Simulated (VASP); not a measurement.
# BN (P1) in VASP: a series of runs

Runs on BN. Level: PBE. Tasks: single point, relaxation of cell and atoms.

All numbers are computed with VASP 6.6.1; they aren't measurements. Logs are shortened: lines on timing, memory, paths and dates and some standing lists are left out, and cuts for length are marked.

## (1) The cell of the first run

The typed cell holds 4 atoms: a = 2.555 Å, b = 2.555 Å, c = 4.225 Å, α = 90.00°, β = 90.00°, γ = 120.00°.

## (2) Single point, PBE (all B atoms moved 0.1 Å in one direction)

Contents of INCAR:

```
SYSTEM = BN
PREC = Accurate ; ENCUT = 520
EDIFF = 1E-6 ; ISMEAR = 0
SIGMA = 0.05 ; LREAL = .FALSE.
LASPH = .TRUE. ; NELM = 60
ALGO = Normal ; ISIF = 2
LWAVE = .FALSE. ; LCHARG = .FALSE.
GGA = PE ; NBANDS = 16
```

Contents of KPOINTS:

```
Automatic mesh
0
G
  12 12 6
  0 0 0
```

Contents of POSCAR:

```
BN
1.0
    2.5545800962      0.0000000000      0.0000000000
   -1.2772900481      2.2123312593      0.0000000000
    0.0000000000      0.0000000000      4.2245145363
B N
2 2
Direct
    0.6638401798      0.3471767777      1.0070706568
    0.3305068465      0.6805101110      0.5070706568
    0.6694931535      0.3194898890      0.6179293432
    0.3361598202      0.6528232223      0.1179293432
```

Potentials or basis: VASP PAW PBE potentials, release 64 (B, N).

Command:

```console
$ cat potpaw_PBE.64/B/POTCAR potpaw_PBE.64/N/POTCAR > POTCAR
$ mpirun -np 1 vasp_std > vasp.out
```

OUTCAR:

```text
SYSTEM = BN
   PREC = Accurate
   ENCUT = 520
   EDIFF = 1E-6
   ISMEAR = 0
   LREAL = .FALSE.
   LASPH = .TRUE.
   NELM = 60
   ISIF = 2
   GGA = PE

 ion  position               nearest neighbor table
   1  0.664  0.347  0.007-   4 1.48   4 1.56   4 1.61   3 1.65
   2  0.331  0.681  0.507-   3 1.49   3 1.54   3 1.62   4 1.65
   3  0.669  0.319  0.618-   2 1.49   2 1.54   2 1.62   1 1.65
   4  0.336  0.653  0.118-   1 1.48   1 1.56   1 1.61   2 1.65

  LATTYP: Found a hexagonal cell.
 ALAT       =     2.5545800962
 C/A-ratio  =     1.6537021261

  Lattice vectors:

 A1 = (   2.5545800962,   0.0000000000,   0.0000000000)
 A2 = (  -1.2772900481,   2.2123312593,   0.0000000000)
 A3 = (   0.0000000000,   0.0000000000,   4.2245145363)

Analysis of symmetry for initial positions (statically):
=====================================================================
 Subroutine PRICEL returns:
 Original cell was already a primitive cell.

 Routine SETGRP: Setting up the symmetry group for a
 hexagonal supercell.

 Subroutine GETGRP returns: Found  1 space group operations
 (whereof  1 operations were pure point group operations)
 out of a pool of 24 trial point group operations.

The static configuration has the point symmetry C_1 .

Analysis of symmetry for dynamics (positions and initial velocities):
=====================================================================
 Subroutine PRICEL returns:
 Original cell was already a primitive cell.

 Routine SETGRP: Setting up the symmetry group for a
 hexagonal supercell.

 Subroutine GETGRP returns: Found  1 space group operations
 (whereof  1 operations were pure point group operations)
 out of a pool of 24 trial point group operations.

The dynamic configuration has the point symmetry C_1 .

 Subroutine INISYM returns: Found  1 space group operations
 (whereof  1 operations are pure point group operations),
 and found     1 'primitive' translations

----------------------------------------------------------------------------------------

                                     Primitive cell

  volume of cell :      23.8752

  direct lattice vectors                    reciprocal lattice vectors
     2.554580096  0.000000000  0.000000000     0.391453766  0.226005937  0.000000000
    -1.277290048  2.212331259  0.000000000     0.000000000  0.452011875  0.000000000
     0.000000000  0.000000000  4.224514536     0.000000000  0.000000000  0.236713590

  length of vectors
     2.554580096  2.554580096  4.224514536     0.452011875  0.452011875  0.236713590

  position of ions in fractional coordinates (direct lattice)
     0.663840180  0.347176778  0.007070657
     0.330506847  0.680510111  0.507070657
     0.669493153  0.319489889  0.617929343
     0.336159820  0.652823222  0.117929343

  ion indices of the primitive-cell ions
   primitive index   ion index
                 1           1
                 2           2
                 3           3
                 4           4

----------------------------------------------------------------------------------------

 KPOINTS: Automatic mesh

Automatic generation of k-mesh.
 Grid dimensions read from file:
 generate k-points for:   12   12    6

 Generating k-lattice:

  Cartesian coordinates                     Fractional coordinates (reciprocal lattice)
     0.032621147  0.018833828  0.000000000     0.083333333 -0.000000000  0.000000000
     0.000000000  0.037667656  0.000000000     0.000000000  0.083333333  0.000000000
     0.000000000  0.000000000  0.039452265     0.000000000  0.000000000  0.166666667

  Length of vectors
     0.037667656  0.037667656  0.039452265

  Shift w.r.t. Gamma in fractional coordinates (k-lattice)
     0.000000000  0.000000000  0.000000000

 Subroutine IBZKPT returns following result:
 ===========================================

 Found    436 irreducible k-points:

 Following reciprocal coordinates:
            Coordinates               Weight
  0.000000  0.000000  0.000000      1.000000
  0.083333  0.000000  0.000000      2.000000
  0.000000  0.083333  0.000000      2.000000
 -0.083333  0.083333  0.000000      2.000000
  0.166667 -0.000000  0.000000      2.000000
  0.000000  0.166667  0.000000      2.000000
[... 16 lines left out ...]
  0.166667  0.083333  0.000000      2.000000
 -0.083333  0.250000  0.000000      2.000000
 [... further k-points ...]
   k-points           NKPTS =    436   k-points in BZ     NKDIM =    436   number of bands    NBANDS=     16
   number of dos      NEDOS =    301   number of ions     NIONS =      4
   total plane-waves  NPLWV =  12800
   dimension x,y,z NGX =    20 NGY =   20 NGZ =   32
   dimension x,y,z NGXF=    40 NGYF=   40 NGZF=   64
   ions per type =               2   2
   NGX,Y,Z   is equivalent  to a cutoff of  13.02, 13.02, 12.59 a.u.
   NGXF,Y,Z  is equivalent  to a cutoff of  26.03, 26.03, 25.19 a.u.
 SYSTEM =  BN
   PREC   = accura    normal or accurate (medium, high low for compatibility)
   ISTART =      0    job   : 0-new  1-cont  2-samecut
   ICHARG =      2    charge: 1-file 2-atom 10-const
   ISPIN  =      1    spin polarized calculation?
   LNONCOLLINEAR =      F non collinear calculations
   LSORBIT =      F    spin-orbit coupling
   LASPH  =      T    aspherical Exc in radial PAW
   ENCUT  =  520.0 eV  38.22 Ry    6.18 a.u.   4.75  4.75  7.85*2*pi/ulx,y,z
   NELM   =     60;   NELMIN=  2; NELMDL= -5     # of ELM steps
   EDIFF  = 0.1E-05   stopping-criterion for ELM
   LREAL  =      F    real-space projection
   EDIFFG = 0.1E-04   stopping-criterion for IOM
   NSW    =      0    number of steps for IOM
   IBRION =     -1    ionic relax: 0-MD 1-quasi-New 2-CG
   NFREE  =      0    steps in history (QN), initial steepest desc. (CG)
   ISIF   =      2    stress and relaxation
   ISYM   =      2    0-nonsym 1-usesym 2-fastsym
   POTIM  = 0.5000    time-step for ionic-motion
   TEBEG  =    0.0;   TEEND  =   0.0 temperature during run
   PSTRESS=    0.0 pullay stress
   NELECT =      16.0000    total number of electrons
   NUPDOWN=      -1.0000    fix difference up-down
   EMIN   =  10.00;   EMAX   =-10.00  energy-range for DOS
   EFERMI =   0.00;   METHOD = LEGACY
   ISMEAR =     0;   SIGMA  =   0.05  broadening in eV -4-tet -1-fermi 0-gaus
   EFERMI_NEDOS =   21; number of points for ismear=-14 and -15
   IALGO  =     38    algorithm
   IMIX   =      4    mixing-type and parameters
     AMIX     =   0.40;   BMIX     =  1.00
     AMIX_MAG =   1.60;   BMIX_MAG =  1.00
  volume/ion in A,a.u.               =       5.97        40.28
  Fermi-wavevector in a.u.,A,eV,Ry     =   1.432625  2.707270 27.924811  2.052416
  Thomas-Fermi vector in A             =   2.552232
   LORBIT       =      0    0 simple, 1 ext, 2 COOP (PROOUT), +10 PAW based schemes
   GGA     = PE    functional components
   LHFCALC =     F    Hartree Fock is set to
   AEXX    =    0.0000 exact exchange contribution
   IVDW    =     0    specifies the selected vdW correction
   LEPSILON=     F    determine dielectric tensor
   LRPA    =     F    only Hartree local field effects (RPA)
 non-spin polarized calculation
 Gauss-broadening in eV      SIGMA  =   0.05
  energy-cutoff  :      520.00
  volume of cell :       23.88
 maximum number of plane-waves:       660
   NGX =  9   NGY =  9   NGZ = 15

 number of electron      16.0000002 magnetization

 Free energy of the ion-electron system (eV)
  ---------------------------------------------------
  ext. energy  EPLUGINS =         0.00000000
  ---------------------------------------------------
  free energy    TOTEN  =       -34.58373644 eV

  energy without entropy =      -34.58373644  energy(sigma->0) =      -34.58373644

 E-fermi :   8.1604     XC(G=0): -12.7565

 val. band max:        7.9081439859   @ k =   0.0000   0.0000   0.0000
 cond. band min:      13.2270280157   @ k =   0.3333   0.3333   0.0000
 fundamental gap:      5.3188840298
 Fermi energy:         8.1604390656

 k-point     1 :       0.0000    0.0000    0.0000
  band No.  band energies     occupation
      1     -12.8758      2.00000
      2      -8.7693      2.00000
      3      -3.2374      2.00000
      4       4.9647      2.00000
      5       4.9978      2.00000
      6       7.1307      2.00000
[... 8 lines left out ...]
     15      19.6070      0.00000
     16      23.2299      0.00000

 k-point     2 :       0.0833    0.0000    0.0000
  band No.  band energies     occupation
      1     -12.7269      2.00000
      2      -8.6574      2.00000
      3      -3.0844      2.00000
      4       4.3373      2.00000
      5       4.7125      2.00000
      6       6.7387      2.00000
[... 8 lines left out ...]
     15      20.0645      0.00000
     16      23.0085      0.00000

 k-point     3 :       0.0000    0.0833    0.0000
  band No.  band energies     occupation
      1     -12.7268      2.00000
      2      -8.6573      2.00000
      3      -3.0844      2.00000
      4       4.3489      2.00000
      5       4.7109      2.00000
      6       6.6594      2.00000
[... 8 lines left out ...]
     15      19.9457      0.00000
     16      23.0061      0.00000

 k-point     4 :      -0.0833    0.0833    0.0000
  band No.  band energies     occupation
      1     -12.7268      2.00000
      2      -8.6572      2.00000
      3      -3.0844      2.00000
      4       4.3524      2.00000
      5       4.7135      2.00000
      6       6.6237      2.00000
[... 8 lines left out ...]
     15      19.8617      0.00000
     16      23.0054      0.00000

 k-point     5 :       0.1667   -0.0000    0.0000
  band No.  band energies     occupation
      1     -12.2852      2.00000
      2      -8.3373      2.00000
      3      -2.6319      2.00000
      4       2.7767      2.00000
      5       3.9929      2.00000
      6       5.4337      2.00000
[... 8 lines left out ...]
     15      21.1877      0.00000
     16      22.4022      0.00000

 k-point     6 :       0.0000    0.1667    0.0000
  band No.  band energies     occupation
      1     -12.2849      2.00000
      2      -8.3368      2.00000
      3      -2.6318      2.00000
      4       2.7817      2.00000
      5       4.0494      2.00000
      6       5.3073      2.00000
[... 8 lines left out ...]
     15      21.0517      0.00000
     16      22.3759      0.00000
[... 267 lines left out ...]
 k-point    21 :      -0.0833    0.1667    0.0000
  band No.  band energies     occupation
      1     -12.4312      2.00000
      2      -8.4404      2.00000
      3      -2.7815      2.00000
      4       3.3990      2.00000
      5       4.0502      2.00000
      6       5.8435      2.00000
[... 8 lines left out ...]
     15      20.8808      0.00000
     16      22.6085      0.00000

 k-point    22 :      -0.1667    0.0833    0.0000
  band No.  band energies     occupation
      1     -12.4314      2.00000
      2      -8.4408      2.00000
      3      -2.7816      2.00000
      4       3.3604      2.00000
      5       4.0943      2.00000
      6       5.8417      2.00000
[... 8 lines left out ...]
     15      20.9110      0.00000
     16      22.6213      0.00000

 k-point    23 :       0.1667    0.0833    0.0000
  band No.  band energies     occupation
      1     -11.8514      2.00000
      2      -8.0437      2.00000
      3      -2.1886      2.00000
      4       1.7720      2.00000
      5       3.0786      2.00000
      6       4.6058      2.00000
[... 8 lines left out ...]
     15      22.0319      0.00000
     16      22.5705      0.00000

 k-point    24 :      -0.0833    0.2500    0.0000
  band No.  band energies     occupation
      1     -11.8507      2.00000
      2      -8.0424      2.00000
      3      -2.1887      2.00000
      4       1.8040      2.00000
      5       3.0638      2.00000
      6       4.5544      2.00000
[... 8 lines left out ...]
     15      22.0799      0.00000
     16      22.4739      0.00000

 [... further k-points ...]

------------------------ aborting loop because EDIFF is reached ----------------------------------------

  FORCE on cell =-STRESS in cart. coord.  units (eV):
  Direction    XX          YY          ZZ          XY          YZ          ZX
  --------------------------------------------------------------------------------------
  -------------------------------------------------------------------------------------
  Total        0.5779415      0.6480214      0.4891401     -0.1791487      0.3405772     -0.2770694
  in kB       38.7835840     43.4863999     32.8244415    -12.0220306     22.8549165    -18.5931359
  external PRESSURE =      38.3648085 kB  Pullay stress =       0.0000000 kB

 VOLUME and BASIS-vectors are now :
 -----------------------------------------------------------------------------
  energy-cutoff  :      520.00
  volume of cell :       23.88
      direct lattice vectors                 reciprocal lattice vectors
     2.554580096  0.000000000  0.000000000     0.391453766  0.226005937  0.000000000
    -1.277290048  2.212331259  0.000000000     0.000000000  0.452011875  0.000000000
     0.000000000  0.000000000  4.224514536     0.000000000  0.000000000  0.236713590

 POSITION                                       TOTAL-FORCE (eV/Angst)
 -----------------------------------------------------------------------------------
      1.25239      0.76807      0.02987         1.600916     -1.627805     -1.361377
     -0.02490      1.50551      2.14213         1.126406     -1.725967     -1.347909
      1.30219      0.70682      2.61045        -1.110880      1.729201      1.347908
      0.02490      1.44426      0.49819        -1.616442      1.624572      1.361378
 -----------------------------------------------------------------------------------
    total drift:                               -0.000085      0.000141      0.000100

  FREE ENERGIE OF THE ION-ELECTRON SYSTEM (eV)
  ---------------------------------------------------
  free  energy   TOTEN  =       -34.5837364369 eV

  energy  without entropy=      -34.5837364369  energy(sigma->0) =      -34.58373644
```

Run time: 51 s. Hardware: 1 thread of Intel Xeon 6975P-C (Granite Rapids), shared host; peak memory 0.24 GiB.

What came out:

```yaml
Free_energy: -34.5837 eV
Pressure: 3.8 GPa
Largest_force: 2.666 eV/Å
Band_gap_on_the_k_mesh: 5.32 eV (least direct gap 7.52 eV)
```

Forces in eV/Å, atoms in the order of the input:
```
B    1.601 -1.628 -1.361
B    1.126 -1.726 -1.348
N   -1.111  1.729  1.348
N   -1.616  1.625  1.361
```

Caveat: the cell differs from its parent crystal (all B atoms moved 0.1 Å in one direction); the cell stands under pressure; forces of over 1 eV/Å act on the atoms, so gaps and moduli don't describe the material at rest.

## (3) Relaxation of cell and atoms, PBE

Contents of INCAR:

```
ALGO = Normal
EDIFF = 1E-7
EDIFFG = -0.01
ENCUT = 600
GGA = PE
IBRION = 2
ISIF = 3
ISMEAR = 0
LASPH = T
LCHARG = F
LREAL = F
LWAVE = F
NELM = 100
NSW = 100
PREC = Accurate
SIGMA = 0.05
```

Contents of KPOINTS:

```
k-points
0
Gamma
  12 12 6
```

POSCAR is that of step 2.

Potentials or basis: VASP PAW PBE potentials, release 64 (B, N).

Command:

```console
$ cat potpaw_PBE.64/B/POTCAR potpaw_PBE.64/N/POTCAR > POTCAR
$ mpirun -np 1 vasp_std > vasp.out
```

It took 4 min on 1 thread of Intel Xeon 6975P-C (Granite Rapids), shared host; peak memory 0.26 GiB.

The run converged. Its results:

| Item | Value |
| --- | --- |
| Free energy | -34.8399 eV |
| Relaxed volume | 5.97 Å³/atom |
| Relaxed cell | a = 2.554 Å, b = 2.554 Å, c = 4.224 Å, α = 89.97°, β = 90.02°, γ = 120.00° |
| Space group after relaxing (to 0.1 Å) | P6_3mc (No. 186) |
| Energy gained by relaxing | 62.3 meV/atom |
| Ionic steps | 8 |
| Pressure after relaxing | 0.0 GPa |
| Largest force after relaxing | 0.009 eV/Å |
| Band gap on the k mesh | 5.21 eV (least direct gap 8.24 eV) |

Forces in eV/Å, atoms in the order of the input:
```
B    0.006 -0.006 -0.003
B    0.003 -0.006 -0.003
N   -0.004  0.006  0.003
N   -0.006  0.006  0.002
```

Stress tensor (GPa, compression positive):
```
 0.04 -0.04  0.11
-0.04  0.05 -0.13
 0.11 -0.13  0.05
```

The path:
```csv
step,energy change (eV),largest force (eV/Å),pressure (GPa),volume (Å³)
1,0.0000,2.6672,3.57,23.88
2,0.2016,2.7591,-1.86,24.34
3,-0.2428,0.3336,-2.68,24.06
4,-0.2428,0.3232,-2.61,24.05
5,-0.2451,0.2756,1.72,23.76
6,-0.2490,0.0392,-0.27,23.89
7,-0.2491,0.0337,0.22,23.86
8,-0.2491,0.0086,0.05,23.87
```

Final structure:
```
B N
1.0
     2.55437    0.00013   -0.00045
    -1.27708    2.21205    0.00070
    -0.00074    0.00090    4.22410
B N
2 2
Direct
  0.66663 0.33339 0.99981
  0.33334 0.66673 0.49981
  0.66668 0.33327 0.62519
  0.33334 0.66660 0.12519
```

Levels at points of the mesh, in eV from the valence-band top:
```csv
k point,band 4,band 5,band 6,band 7,band 8,band 9,band 10,band 11,band 12
"(0.00, 0.00, 0.00)",-2.10,-2.10,-0.26,0.00,0.00,8.33,8.33,8.55,9.41
"(0.50, 0.00, 0.00)",-7.74,-6.85,-4.93,-4.36,-2.09,6.68,7.94,10.56,11.40
"(0.00, 0.50, 0.00)",-7.74,-6.85,-4.94,-4.36,-2.09,6.68,7.94,10.56,11.39
"(0.50, 0.50, 0.00)",-7.74,-6.85,-4.94,-4.36,-2.09,6.68,7.94,10.56,11.39
"(0.00, 0.00, 0.50)",-5.67,-1.17,-1.17,-1.16,-1.16,9.40,9.40,9.87,9.88
"(0.50, 0.00, 0.50)",-9.94,-3.73,-3.73,-3.54,-3.53,6.56,6.56,9.97,9.98
"(0.00, 0.50, 0.50)",-9.93,-3.73,-3.73,-3.54,-3.53,6.56,6.56,9.97,9.98
"(0.50, 0.50, 0.50)",-9.93,-3.73,-3.73,-3.54,-3.53,6.56,6.56,9.97,9.98
```
